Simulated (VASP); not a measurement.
Here is a VASP 6.6.1 calculation.

Contents of POSCAR:

```
GaN
1.0
    1.6146090000      2.7965840000      0.0000000000
   -1.6146090000      2.7965840000      0.0000000000
    0.0000000000      0.0000000000      5.2527950000
Ga N
2 2
Direct
    0.6666700000      0.6666600000      0.0000000000
    0.3333400000      0.3333300000      0.5000000000
    0.6666700000      0.6666600000      0.3750000000
    0.3333400000      0.3333300000      0.8750000000
```

The input INCAR.step1:

```
PREC = Accurate
ENCUT = 520
ISMEAR = 1
SIGMA = 0.001
LREAL = F
LASPH = T
NELM = 80
NBANDS = 26
GGA = PE
ALGO = Normal
EDIFF = 1E-4
LWAVE = T
LCHARG = F
```

The input INCAR.step2:

```
PREC = Accurate
ENCUT = 520
EDIFF = 1E-6
ISMEAR = 1
SIGMA = 0.001
LREAL = F
LASPH = T
NELM = 80
ALGO = Normal
ISIF = 2
LWAVE = F
LCHARG = F
METAGGA = R2SCAN
LMIXTAU = T
NBANDS = 26
ISTART = 1
```

Contents of KPOINTS:

```
Automatic mesh
0
Gamma
  6 6 4
```

Potentials or basis: VASP PAW PBE potentials, release 64 (Ga_d, N).

Command:

```sh
$ cat potpaw_PBE.64/Ga_d/POTCAR potpaw_PBE.64/N/POTCAR > POTCAR
$ cp INCAR.step1 INCAR
$ mpirun -np 1 vasp_std > vasp.out
$ cp INCAR.step2 INCAR
$ mpirun -np 1 vasp_std > vasp.out
```

(1) What does it give for the pressure?

(2) Predict the band gap on the k mesh.

(3) What does it give for the largest force?

Results:

(1) -6.6 GPa.

(2) 2.04 eV.

(3) 0.112 eV/Å.

Caveat: the cell stands under tension; the PAW data sets were made with another functional, which shifts forces and pressure a little.
